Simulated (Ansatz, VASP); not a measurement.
**Two plane-wave programs on CuO2**

The input INCAR:

```
ALGO     = Normal         # electronic algorithm
EDIFF    = 1E-6           # SCF threshold, eV
ENCUT    = 520            # plane-wave cutoff, eV
GGA      = PE             # functional
ISIF     = 2              # what is computed and relaxed
ISMEAR   = 0              # smearing method
ISPIN    = 2              # spin polarisation
KPAR     = 4            
LASPH    = True           # aspherical terms in the spheres
LCHARG   = False          # write CHGCAR
LDAU     = True           # DFT+U
LDAUJ    = 0 0          
LDAUL    = 2 -1           # shell
LDAUPRINT= 1            
LDAUTYPE = 2            
LDAUU    = 4 0            # U, eV
LMAXMIX  = 4              # l up to which the mixer works
LORBIT   = 11             # projections on sites
LREAL    = False          # projectors in reciprocal space
LWAVE    = False          # write WAVECAR
MAGMOM   = 0 1 1          # initial moments
NBANDS   = 22             # bands
NELM     = 150            # most SCF steps
PREC     = Accurate       # precision mode
SIGMA    = 0.05           # smearing width, eV
```

File KPOINTS:

```
k-points
0
Gamma
  18 8 6
```

Contents of POSCAR:

```
CuO2
1.0
    2.4212910000      0.0000000000      0.0000000000
    0.0000000000      6.4459520000      0.0000000000
    0.0000000000      0.0000000000      7.0670430000
Cu O
1 2
Direct
    0.0000000000      0.5000000000      0.0000000000
    0.0000000000      0.5000000000      0.4124350000
    0.0000000000      0.5000000000      0.5875650000
```

Input for Ansatz:

```yaml
crystal:
  lattice:
    - [2.421291, 0.0, 0.0]
    - [0.0, 6.445952, 0.0]
    - [0.0, 0.0, 7.067043]
  atoms:
    - { symbol: Cu, position: [0.0, 0.5, 0.0] }
    - { symbol: O, position: [0.0, 0.5, 0.412435], spin: 1.0 }
    - { symbol: O, position: [0.0, 0.5, 0.587565], spin: 1.0 }
basis:
  ecutwfc: 420
kpoints:
  mp_grid: { grid: [18, 8, 6] }
hamiltonian:
  xc: pbe
  hubbard: { sites: [{ species: Cu, l: d, u_eff: 4.0 }] }
scf:
  occupations: { method: gaussian, width: 0.05 }
output:
  forces: true
  stress: true
  eigenvalues: true
  populations: true
magnetization:
  spin_polarized: true
```

Alike in both runs: task single point; functional PBE; k mesh 18 × 8 × 6; occupations gaussian, width 0.05 eV; collinear spin; Hubbard terms Cu d U = 4.0 eV.

```csv
,VASP,Ansatz
version,VASP 6.6.1,Ansatz 0.2.0
potentials or method,"VASP PAW PBE potentials, release 64 (Cu, O), cutoff 520 eV","scalar-relativistic, plane waves, PAW"
valence electrons in the cell,23,31
```

|  | VASP | Ansatz | Ansatz less VASP |
| --- | --- | --- | --- |
| gap on the k mesh at the Fermi level (eV) | none | none | - |
| pressure (GPa) | 0.0 | -0.5 | -0.51 |
| traceless stress, the component that is largest in VASP (GPa) | 0.84 | -0.24 | -1.077 |
| rms of the force components (eV/Å) | 0.126 | 0.398 | +0.2726 |
| net moment per atom (μB) | 0.34 | 0.34 | -0.002 |
| size of the moment on the site where the two differ most (μB) | 0.44 | 0.31 | -0.131 |

Site moments also hang on the region over which each program counts them. The programs project onto different local orbitals, so the same U acts differently, and such runs can settle in different states. Atom by atom the forces differ by 0.524 eV/Å (rms over components). A gap of «none» marks a metal or a gap that the smearing closes. VASP's potentials hold 23 valence electrons a cell and Ansatz's 31, so a difference there can come from the potentials and not from the codes. Ansatz's warnings: filled band counts differ across k points.

Noted on VASP's run: the standard files for N, O and F lose accuracy on very short bonds.
